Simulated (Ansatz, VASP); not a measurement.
## One calculation of GaAs, two programs

Contents of POSCAR:

```
GaAs
1.0
    0.0000000000      2.8268500000      2.8268500000
    2.8268500000      0.0000000000      2.8268500000
    2.8268500000      2.8268500000      0.0000000000
As Ga
1 1
Direct
    0.7500000000      0.7500000000      0.7500000000
    0.0000000000      0.0000000000      0.0000000000
```

INCAR.step1

```
SYSTEM = GaAs
  PREC = Accurate
  ENCUT = 520
  ISMEAR = -1
  SIGMA = 0.05
  LREAL = .False.
  LASPH = .True.
  NELM = 150
  MAGMOM = 0 0 0 0 0 0
  LSORBIT = .True.
  GGA_COMPAT = .False.
  NBANDS = 30
  GGA = PE
  ALGO = Normal
  EDIFF = 1E-4
  LWAVE = .True.
  LCHARG = .False.
```

INCAR.step2

```
SYSTEM = GaAs
  PREC = Accurate
  ENCUT = 520
  EDIFF = 1E-7
  ISMEAR = -1
  SIGMA = 0.05
  LREAL = .False.
  LASPH = .True.
  NELM = 150
  ALGO = Normal
  ISIF = 2
  LWAVE = .False.
  LCHARG = .False.
  MAGMOM = 0 0 0 0 0 0
  LORBIT = 11
  LSORBIT = .True.
  GGA_COMPAT = .False.
  LORBMOM = .True.
  METAGGA = R2SCAN
  LMIXTAU = .True.
  NBANDS = 30
  ISTART = 1
```

The input KPOINTS:

```
Automatic mesh
0
Gamma
  8 8 8
  0 0 0
```

input.yaml

```yaml
crystal:
  lattice:
    - [0.0, 2.82685, 2.82685]
    - [2.82685, 0.0, 2.82685]
    - [2.82685, 2.82685, 0.0]
  atoms:
    - { symbol: As, position: [0.75, 0.75, 0.75] }
    - { symbol: Ga, position: [0.0, 0.0, 0.0] }
hamiltonian:
  xc: r2scan
  pseudopotentials: { kind: paw_fr }
magnetization:
  noncollinear: true
  spin_orbit: true
kpoints:
  mp_grid: { grid: [8, 8, 8] }
scf:
  occupations: { method: fermi_dirac, width: 0.05 }
output:
  forces: true
  stress: true
  eigenvalues: true
```

Alike in both runs: task single point; functional r2SCAN; k mesh 8 × 8 × 8; occupations fermi-dirac, width 0.05 eV; non-collinear spin, spin-orbit coupling.

|  | VASP | Ansatz |
| --- | --- | --- |
| version | VASP 6.6.1 | Ansatz 0.2.0 |
| potentials or method | VASP PAW PBE potentials, release 64 (As, Ga_d) | Ansatz PAW |
| plane-wave cutoff (eV) | 520 | 500 |
| valence electrons in the cell | 18 | 28 |

```csv
,VASP,Ansatz,Ansatz less VASP
pressure (GPa),0.6,0.5,-0.12
```

VASP's potentials were made for PBE, not for r2SCAN. With one functional, cell and mesh, what is left measures potentials, basis and numerics. VASP's potentials hold 18 valence electrons a cell and Ansatz's 28, so a difference there can come from the potentials and not from the codes.
